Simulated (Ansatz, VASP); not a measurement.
**Fe: VASP beside Ansatz**

INCAR

```
SYSTEM = Fe
PREC = Accurate ; ENCUT = 520
EDIFF = 1E-6 ; ISMEAR = -1
SIGMA = 0.05 ; LREAL = .FALSE.
LASPH = .TRUE. ; NELM = 150
ALGO = Normal ; ISIF = 2
LWAVE = .FALSE. ; LCHARG = .TRUE.
ISPIN = 2 ; MAGMOM = 3
LORBIT = 11 ; LMAXMIX = 4
GGA = PE ; LELF = .TRUE.
LVHAR = .TRUE. ; NBANDS = 14
```

The input KPOINTS:

```
Automatic mesh
0
G
  13 13 13
  0 0 0
```

The input POSCAR:

```
Fe
1.0
    0.0000000000      1.9287074879      1.9519161397
    1.4883827645      0.0000000000      1.9519161397
    1.4883827645      1.9287074879      0.0000000000
Fe
1
Direct
    0.0000000000      0.0000000000      0.0000000000
```

input.yaml

```yaml
crystal:
  lattice:
    - [0.0, 1.9287074879, 1.9519161397]
    - [1.4883827645, 0.0, 1.9519161397]
    - [1.4883827645, 1.9287074879, 0.0]
  atoms:
    - { symbol: Fe, position: [0.0, 0.0, 0.0], spin: 3.0 }
kpoints:
  mp_grid: { grid: [13, 13, 13] }
scf:
  occupations: { method: fermi_dirac, width: 0.05 }
hamiltonian:
  xc: pbe
  pseudopotentials: { kind: all_electron, lapw: { basis_error: 0.0005 } }
magnetization:
  spin_polarized: true
output:
  forces: true
  stress: true
  eigenvalues: true
```

Change from the starting cell: volume scaled by 0.98.

Alike in both runs: task single point; functional PBE; k mesh 13 × 13 × 13; occupations fermi-dirac, width 0.05 eV; collinear spin.

|  | VASP | Ansatz |
| --- | --- | --- |
| version | VASP 6.6.1 | Ansatz 0.2.0 |
| potentials or method | VASP PAW PBE potentials, release 64 (Fe), cutoff 520 eV | all-electron LAPW, scalar-relativistic |

Ansatz gave:

| Item | Value |
| --- | --- |
| gap on the k mesh at the Fermi level (eV) | none |
| pressure (GPa) | 2.5 |
| traceless stress, the component that is largest in VASP (GPa) | -6.20 |
| net moment per atom (μB) | 2.12 |
| size of the moment on the site where the two differ most (μB) | 2.17 |

Which values does VASP return?

gap on the k mesh at the Fermi level (eV): none; pressure (GPa): 2.7; traceless stress, the component that is largest in VASP (GPa): -5.95; net moment per atom (μB): 2.15; size of the moment on the site where the two differ most (μB): 2.14.

Site moments also hang on the region over which each program counts them. A gap of «none» marks a metal or a gap that the smearing closes. Ansatz ran all-electron here, and VASP with PAW potentials.
